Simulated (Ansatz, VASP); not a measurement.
## One calculation of Ga2O, two programs

```
Ga O
1.0
     3.37495    0.00000    0.00000
    -1.68748    2.92279    0.00000
     0.00000    0.00000    5.39666
Ga O
2 1
Direct
  0.00000 0.00000 0.50000
  0.33333 0.66667 0.00000
  0.66667 0.33333 0.50000
```

Change from the starting cell: species swapped into the In2Bi type (P-6m2, No. 187).

Alike in both runs: functional PBE; k mesh 18 × 18 × 10; occupations gaussian, width 0.1 eV; no spin polarisation.

Ansatz relaxed the structure, and its values are those at the end. VASP's run is a single point on that final structure, the one shown.

|  | VASP | Ansatz |
| --- | --- | --- |
| version | VASP 6.6.1 | Ansatz 0.2.0 |
| potentials or method | VASP PAW PBE potentials, release 64 (Ga_d, O), cutoff 520 eV | scalar-relativistic, plane waves, PAW |
| valence electrons in the cell | 32 | 32 |

|  | VASP | Ansatz | Ansatz less VASP |
| --- | --- | --- | --- |
| gap on the k mesh at the Fermi level (eV) | none | none | - |
| pressure (GPa) | 0.3 | 0.0 | -0.29 |

A gap of «none» marks a metal or a gap that the smearing closes.
